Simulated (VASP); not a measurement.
## AlN: single point with PBE

Crystal: AlN.

```xyz
4
Lattice="2.1800 2.1800 0.0000 -2.1800 2.1800 0.0000 0.0000 0.0000 4.5353" Properties=species:S:1:pos:R:3 pbc="T T T"
Al    0.0000    0.0000    0.0000
Al    0.0000    2.1800    2.2676
N     1.0900    1.0900    1.1338
N    -1.0900    1.0900    3.4015
```

This cell differs from its parent crystal: uniaxial strain along c: +3.0 %, then relaxed in part.

* Program: VASP 6.6.1
* Task: single point
* Functional: PBE
* Potentials or basis: VASP PAW PBE potentials, release 64 (Al, N)
* Cutoff: 520 eV
* k mesh: 8 × 8 × 6
* Occupations: gaussian, width 0.02 eV
* Spin: no spin polarisation
* Dipole correction: no
* Further INCAR settings: ALGO = Normal; EDIFF = 1e-06; NBANDS = 16

```
Pressure               : -2.2 GPa
Band gap on the k mesh : 3.18 eV
```

Stress tensor (GPa, compression positive):
```
-0.25  0.00  0.00
 0.00 -0.25  0.00
 0.00  0.00 -6.21
```

Levels at points of the mesh, in eV from the valence-band top:
| k point | band 4 | band 5 | band 6 | band 7 | band 8 | band 9 | band 10 | band 11 | band 12 | band 13 |
| --- | --- | --- | --- | --- | --- | --- | --- | --- | --- | --- |
| (0.00, 0.00, 0.00) | -1.59 | -1.59 | -0.18 | -0.01 | -0.01 | 3.36 | 3.82 | 8.74 | 12.15 | 12.15 |
| (0.50, 0.00, 0.00) | -4.42 | -2.65 | -2.65 | -0.41 | -0.41 | 7.71 | 7.71 | 9.11 | 9.11 | 10.82 |
| (0.50, 0.50, 0.00) | -4.74 | -1.92 | -1.92 | -1.90 | -1.90 | 3.18 | 3.18 | 8.14 | 8.14 | 13.65 |
| (0.00, 0.00, 0.50) | -3.04 | -0.88 | -0.88 | -0.88 | -0.88 | 5.64 | 5.64 | 10.13 | 10.13 | 10.67 |
| (0.50, 0.00, 0.50) | -5.78 | -0.71 | -0.71 | -0.38 | -0.38 | 6.94 | 6.94 | 9.57 | 9.57 | 10.60 |
| (0.50, 0.50, 0.50) | -3.76 | -3.36 | -3.36 | -2.68 | -2.68 | 5.66 | 5.66 | 10.98 | 10.98 | 11.04 |

Run time: 51 s on 1 thread of Intel Xeon 6975P-C (shared host), peak memory 0.17 GiB.

Caveat: the cell differs from its parent crystal (uniaxial strain along c: +3.0 %, then relaxed in part). A k mesh can miss the band edges.
